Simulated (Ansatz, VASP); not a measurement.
Two plane-wave programs on Si2GeP3

```xyz
6
Lattice="2.4893 1.4372 4.9317 -2.4893 1.4372 4.9317 0.0000 -2.8744 4.9317" Properties=species:S:1:pos:R:3 pbc="T T T"
Si    0.0000    0.0000    8.6515
Si    0.0000    0.0000    6.1435
Ge    0.0000    0.0000    0.0000
P    -1.2447    0.7186    2.4658
P     1.2447    0.7186    2.4658
P     0.0000   -1.4372    2.4658
```

Change from the starting cell: species swapped into the Sc2AlCo3 type (R-3m, No. 166).

Alike in both runs: functional PBE; k mesh 12 × 12 × 12; occupations gaussian, width 0.1 eV; no spin polarisation.

Ansatz relaxed the structure, and its values are those at the end. VASP's run is a single point on that final structure, the one shown.

```csv
,VASP,Ansatz
version,VASP 6.6.1,Ansatz 0.2.0
potentials or method,"VASP PAW PBE potentials, release 64 (Si, Ge_d, P), cutoff 520 eV","scalar-relativistic, plane waves, PAW"
valence electrons in the cell,37,37
```

|  | VASP | Ansatz | Ansatz less VASP |
| --- | --- | --- | --- |
| gap on the k mesh at the Fermi level (eV) | none | none | - |
| pressure (GPa) | -0.1 | 0.0 | +0.11 |
| rms of the force components (eV/Å) | 0.003 | 0.000 | -0.0033 |

A gap of «none» marks a metal or a gap that the smearing closes. With one functional, cell and mesh, what is left measures potentials, basis and numerics.
